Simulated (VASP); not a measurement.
# NaCl (Pm-3m) in VASP: further runs

NaCl is run at these levels: PBEsol; tasks: electric field gradients.

Everything below comes from runs of VASP 6.6.1. Logs are shortened: lines on timing, memory, paths and dates and some standing lists are left out, and cuts for length are marked.

## (1) The cell of the first run

The structure is cubic, space group Pm-3m (No. 221). The conventional cell has a = 2.898 Å, b = 2.898 Å, c = 2.898 Å, α = 90.00°, β = 90.00°, γ = 90.00°. Within 3.3 Å of Na (site symmetry m-3m) lie 8 Cl at 2.51 Å and 6 Na at 2.90 Å. Within 3.3 Å of Cl (site symmetry m-3m) lie 8 Na at 2.51 Å and 6 Cl at 2.90 Å.

## (2) Electric field gradients, PBEsol (volume scaled by 1.04)

INCAR reads:

```
SYSTEM = NaCl
ALGO = Normal
EDIFF = 1E-8
ENCUT = 400
GGA = PS
GGA_COMPAT = .FALSE.
ISIF = 2
ISMEAR = -1
LASPH = .TRUE.
LCHARG = .FALSE.
LEFG = .TRUE.
LREAL = .FALSE.
LWAVE = .FALSE.
NBANDS = 14
NELM = 120
PREC = Accurate
SIGMA = 0.02
```

KPOINTS reads:

```
k-points
0
G
  8 8 8
  0 0 0
```

POSCAR reads:

```
NaCl
1.0
    2.8976358949      0.0000000000      0.0000000000
    0.0000000000      2.8976358949      0.0000000000
    0.0000000000      0.0000000000      2.8976358949
Na Cl
1 1
Direct
    0.0000000000      0.0000000000      0.0000000000
    0.5000000000      0.5000000000      0.5000000000
```

Potentials or basis: VASP PAW PBE potentials, release 64 (Na_pv, Cl).

The run is started by

```
$ cat potpaw_PBE.64/Na_pv/POTCAR potpaw_PBE.64/Cl/POTCAR > POTCAR
$ mpirun -np 1 vasp_std > vasp.out
```

OUTCAR:

```text
SYSTEM = NaCl
   EDIFF = 1E-8
   ENCUT = 400
   GGA = PS
   ISIF = 2
   ISMEAR = -1
   LASPH = .TRUE.
   LREAL = .FALSE.
   NELM = 120
   PREC = Accurate

 ion  position               nearest neighbor table
   1  0.000  0.000  0.000-   2 2.51   2 2.51   2 2.51   2 2.51   2 2.51   2 2.51   2 2.51   2 2.51

   2  0.500  0.500  0.500-   1 2.51   1 2.51   1 2.51   1 2.51   1 2.51   1 2.51   1 2.51   1 2.51

  LATTYP: Found a simple cubic cell.
 ALAT       =     2.8976358949

  Lattice vectors:

 A1 = (   2.8976358949,   0.0000000000,   0.0000000000)
 A2 = (   0.0000000000,   2.8976358949,   0.0000000000)
 A3 = (   0.0000000000,   0.0000000000,   2.8976358949)

Analysis of symmetry for initial positions (statically):
=====================================================================
 Subroutine PRICEL returns:
 Original cell was already a primitive cell.

 Routine SETGRP: Setting up the symmetry group for a
 simple cubic supercell.

 Subroutine GETGRP returns: Found 48 space group operations
 (whereof 48 operations were pure point group operations)
 out of a pool of 48 trial point group operations.

The static configuration has the point symmetry O_h .

Analysis of symmetry for dynamics (positions and initial velocities):
=====================================================================
 Subroutine PRICEL returns:
 Original cell was already a primitive cell.

 Routine SETGRP: Setting up the symmetry group for a
 simple cubic supercell.

 Subroutine GETGRP returns: Found 48 space group operations
 (whereof 48 operations were pure point group operations)
 out of a pool of 48 trial point group operations.

The dynamic configuration has the point symmetry O_h .

 Subroutine INISYM returns: Found 48 space group operations
 (whereof 48 operations are pure point group operations),
 and found     1 'primitive' translations

----------------------------------------------------------------------------------------

                                     Primitive cell

  volume of cell :      24.3294

  direct lattice vectors                    reciprocal lattice vectors
     2.897635895  0.000000000  0.000000000     0.345108922  0.000000000  0.000000000
     0.000000000  2.897635895  0.000000000     0.000000000  0.345108922  0.000000000
     0.000000000  0.000000000  2.897635895     0.000000000  0.000000000  0.345108922

  length of vectors
     2.897635895  2.897635895  2.897635895     0.345108922  0.345108922  0.345108922

  position of ions in fractional coordinates (direct lattice)
     0.000000000  0.000000000  0.000000000
     0.500000000  0.500000000  0.500000000

  ion indices of the primitive-cell ions
   primitive index   ion index
                 1           1
                 2           2

----------------------------------------------------------------------------------------

 KPOINTS: k-points

Automatic generation of k-mesh.
 Grid dimensions read from file:
 generate k-points for:    8    8    8

 Generating k-lattice:

  Cartesian coordinates                     Fractional coordinates (reciprocal lattice)
     0.043138615  0.000000000  0.000000000     0.125000000  0.000000000  0.000000000
     0.000000000  0.043138615  0.000000000     0.000000000  0.125000000  0.000000000
     0.000000000  0.000000000  0.043138615     0.000000000  0.000000000  0.125000000

  Length of vectors
     0.043138615  0.043138615  0.043138615

  Shift w.r.t. Gamma in fractional coordinates (k-lattice)
     0.000000000  0.000000000  0.000000000

 Subroutine IBZKPT returns following result:
 ===========================================

 Found     35 irreducible k-points:

 Following reciprocal coordinates:
            Coordinates               Weight
  0.000000  0.000000  0.000000      1.000000
  0.125000  0.000000  0.000000      6.000000
  0.250000  0.000000  0.000000      6.000000
  0.375000  0.000000  0.000000      6.000000
  0.500000  0.000000  0.000000      3.000000
  0.125000  0.125000  0.000000     12.000000
[... 16 lines left out ...]
  0.375000  0.375000  0.125000     24.000000
  0.500000  0.375000  0.125000     24.000000
 [... further k-points ...]
   k-points           NKPTS =     35   k-points in BZ     NKDIM =     35   number of bands    NBANDS=     14
   number of dos      NEDOS =    301   number of ions     NIONS =      2
   total plane-waves  NPLWV =   8000
   dimension x,y,z NGX =    20 NGY =   20 NGZ =   20
   dimension x,y,z NGXF=    40 NGYF=   40 NGZF=   40
   ions per type =               1   1
   NGX,Y,Z   is equivalent  to a cutoff of  11.47, 11.47, 11.47 a.u.
   NGXF,Y,Z  is equivalent  to a cutoff of  22.95, 22.95, 22.95 a.u.
 SYSTEM =  NaCl
   PREC   = accura    normal or accurate (medium, high low for compatibility)
   ISTART =      0    job   : 0-new  1-cont  2-samecut
   ICHARG =      2    charge: 1-file 2-atom 10-const
   ISPIN  =      1    spin polarized calculation?
   LNONCOLLINEAR =      F non collinear calculations
   LSORBIT =      F    spin-orbit coupling
   LASPH  =      T    aspherical Exc in radial PAW
   ENCUT  =  400.0 eV  29.40 Ry    5.42 a.u.   4.73  4.73  4.73*2*pi/ulx,y,z
   NELM   =    120;   NELMIN=  2; NELMDL= -5     # of ELM steps
   EDIFF  = 0.1E-07   stopping-criterion for ELM
   LREAL  =      F    real-space projection
   EDIFFG = 0.1E-06   stopping-criterion for IOM
   NSW    =      0    number of steps for IOM
   IBRION =     -1    ionic relax: 0-MD 1-quasi-New 2-CG
   NFREE  =      0    steps in history (QN), initial steepest desc. (CG)
   ISIF   =      2    stress and relaxation
   ISYM   =      2    0-nonsym 1-usesym 2-fastsym
   POTIM  = 0.5000    time-step for ionic-motion
   TEBEG  =    0.0;   TEEND  =   0.0 temperature during run
   PSTRESS=    0.0 pullay stress
   NELECT =      14.0000    total number of electrons
   NUPDOWN=      -1.0000    fix difference up-down
   EMIN   =  10.00;   EMAX   =-10.00  energy-range for DOS
   EFERMI =   0.00;   METHOD = LEGACY
   ISMEAR =    -1;   SIGMA  =   0.02  broadening in eV -4-tet -1-fermi 0-gaus
   EFERMI_NEDOS =   21; number of points for ismear=-14 and -15
   IALGO  =     38    algorithm
   IMIX   =      4    mixing-type and parameters
     AMIX     =   0.40;   BMIX     =  1.00
     AMIX_MAG =   1.60;   BMIX_MAG =  1.00
  volume/ion in A,a.u.               =      12.16        82.09
  Fermi-wavevector in a.u.,A,eV,Ry     =   1.361676  2.573194 25.227389  1.854161
  Thomas-Fermi vector in A             =   2.488231
   LORBIT       =      0    0 simple, 1 ext, 2 COOP (PROOUT), +10 PAW based schemes
   GGA     = PS    functional components
   LHFCALC =     F    Hartree Fock is set to
   AEXX    =    0.0000 exact exchange contribution
   IVDW    =     0    specifies the selected vdW correction
   LEPSILON=     F    determine dielectric tensor
   LRPA    =     F    only Hartree local field effects (RPA)
 non-spin polarized calculation
  energy-cutoff  :      400.00
  volume of cell :       24.33
 maximum number of plane-waves:       466
 NGX is ok and might be reduce to    20
   NGX =  9   NGY =  9   NGZ =  9

 number of electron      13.9999975 magnetization

 Free energy of the ion-electron system (eV)
  ---------------------------------------------------
  ext. energy  EPLUGINS =         0.00000000
  ---------------------------------------------------
  free energy    TOTEN  =        -5.10189300 eV

  energy without entropy =       -5.10189300  energy(sigma->0) =       -5.10189300

 E-fermi :   6.6562     XC(G=0): -11.3518

 val. band max:        6.1953957841   @ k =   0.5000   0.5000   0.0000
 cond. band min:      10.5505214497   @ k =   0.5000   0.5000   0.0000
 fundamental gap:      4.3551256657
 Fermi energy:         6.6561886968

 k-point     1 :       0.0000    0.0000    0.0000
  band No.  band energies     occupation
      1     -16.2440      2.00000
      2     -16.2440      2.00000
      3     -16.2440      2.00000
      4     -10.4687      2.00000
      5       4.9855      2.00000
      6       4.9855      2.00000
      7       4.9855      2.00000
      8      12.9059      0.00000
      9      12.9059      0.00000
     10      13.0577      0.00000
     11      23.9254      0.00000
     12      23.9254      0.00000
     13      23.9254      0.00000
     14      27.9803      0.00000

 k-point     2 :       0.1250    0.0000    0.0000
  band No.  band energies     occupation
      1     -16.3056      2.00000
      2     -16.2389      2.00000
      3     -16.2389      2.00000
      4     -10.2755      2.00000
      5       3.8552      2.00000
      6       5.0486      2.00000
      7       5.0486      2.00000
      8      13.1481      0.00000
      9      13.2349      0.00000
     10      14.4649      0.00000
     11      22.6383      0.00000
     12      22.6383      0.00000
     13      24.0988      0.00000
     14      26.8561      0.00000

 k-point     3 :       0.2500    0.0000    0.0000
  band No.  band energies     occupation
      1     -16.4476      2.00000
      2     -16.2273      2.00000
      3     -16.2273      2.00000
      4      -9.7734      2.00000
      5       1.8325      2.00000
      6       5.2076      2.00000
      7       5.2076      2.00000
      8      13.8477      0.00000
      9      13.8743      0.00000
     10      17.3537      0.00000
     11      20.7057      0.00000
     12      20.7057      0.00000
     13      23.6367      0.00000
     14      24.5657      0.00000
[... 324 lines left out ...]
 k-point    23 :       0.3750    0.3750    0.1250
  band No.  band energies     occupation
      1     -16.4659      2.00000
      2     -16.4346      2.00000
      3     -16.2280      2.00000
      4      -8.3530      2.00000
      5       1.3359      2.00000
      6       1.4949      2.00000
      7       5.0814      2.00000
      8      12.1359      0.00000
      9      16.7677      0.00000
     10      17.2513      0.00000
     11      18.1571      0.00000
     12      22.6060      0.00000
     13      23.1649      0.00000
     14      27.0557      0.00000

 k-point    24 :       0.5000    0.3750    0.1250
  band No.  band energies     occupation
      1     -16.4895      2.00000
      2     -16.4311      2.00000
      3     -16.2230      2.00000
      4      -8.1977      2.00000
      5       0.8735      2.00000
      6       1.6398      2.00000
      7       5.2055      2.00000
      8      11.4758      0.00000
      9      16.7324      0.00000
     10      17.1722      0.00000
     11      18.1463      0.00000
     12      23.0187      0.00000
     13      23.4626      0.00000
     14      27.5701      0.00000

 [... further k-points ...]

------------------------ aborting loop because EDIFF is reached ----------------------------------------

  FORCE on cell =-STRESS in cart. coord.  units (eV):
  Direction    XX          YY          ZZ          XY          YZ          ZX
  --------------------------------------------------------------------------------------
  -------------------------------------------------------------------------------------
  Total        7.6953138      7.6953138      7.6953138     -0.0000000     -0.0000000      0.0000000
  in kB      506.7636789    506.7636789    506.7636789     -0.0000000     -0.0000000      0.0000000
  external PRESSURE =     506.7636789 kB  Pullay stress =       0.0000000 kB

 VOLUME and BASIS-vectors are now :
 -----------------------------------------------------------------------------
  energy-cutoff  :      400.00
  volume of cell :       24.33
      direct lattice vectors                 reciprocal lattice vectors
     2.897635895  0.000000000  0.000000000     0.345108922  0.000000000  0.000000000
     0.000000000  2.897635895  0.000000000     0.000000000  0.345108922  0.000000000
     0.000000000  0.000000000  2.897635895     0.000000000  0.000000000  0.345108922

 POSITION                                       TOTAL-FORCE (eV/Angst)
 -----------------------------------------------------------------------------------
      0.00000      0.00000      0.00000         0.000000      0.000000      0.000000
      1.44882      1.44882      1.44882         0.000000      0.000000      0.000000
 -----------------------------------------------------------------------------------
    total drift:                                0.000000      0.000000      0.000000

  FREE ENERGIE OF THE ION-ELECTRON SYSTEM (eV)
  ---------------------------------------------------
  free  energy   TOTEN  =        -5.1018929962 eV

  energy  without entropy=       -5.1018929962  energy(sigma->0) =       -5.10189300

 Electric field gradients (V/A^2)
---------------------------------------------------------------------
 ion       V_xx      V_yy      V_zz      V_xy      V_xz      V_yz
---------------------------------------------------------------------
   1       0.000    -0.000     0.000     0.000     0.000    -0.000
   2       0.000    -0.000     0.000     0.000    -0.000     0.000
---------------------------------------------------------------------

 Electric field gradients after diagonalization (V/A^2)
 (convention: |V_zz| > |V_xx| > |V_yy|)
----------------------------------------------------------------------
 ion       V_xx      V_yy      V_zz     asymmetry (V_yy - V_xx)/ V_zz
----------------------------------------------------------------------
   1       0.000     0.000    -0.000       0.553
   2       0.000    -0.000     0.000      -0.093
----------------------------------------------------------------------

           NMR quadrupolar parameters

 Cq : quadrupolar parameter    Cq=e*Q*V_zz/h
 eta: asymmetry parameters     (V_yy - V_xx)/ V_zz
 Q  : nuclear electric quadrupole moment in mb (millibarn)
----------------------------------------------------------------------
 ion       Cq(MHz)       eta       Q (mb)
----------------------------------------------------------------------
   1      -0.000       0.553       1.000
   2       0.000      -0.093       1.000
----------------------------------------------------------------------
```

Run time: 4.2 s. Hardware: 1 thread of Intel Xeon 6975P-C (Granite Rapids), shared host; peak memory 0.12 GiB.

Results:

| Property | Result |
| --- | --- |
| Free energy | -5.1019 eV |
| Pressure | 50.7 GPa |
| Band gap on the k mesh | 4.36 eV, direct |

Caveat: without QUAD_EFG the Cq values of the log hold for a quadrupole moment of 1 mb, not for the nuclei; the PAW data sets were made with another functional, which shifts forces and pressure a little. A k mesh can miss the band edges.

(Continued in part 2 of 2.)
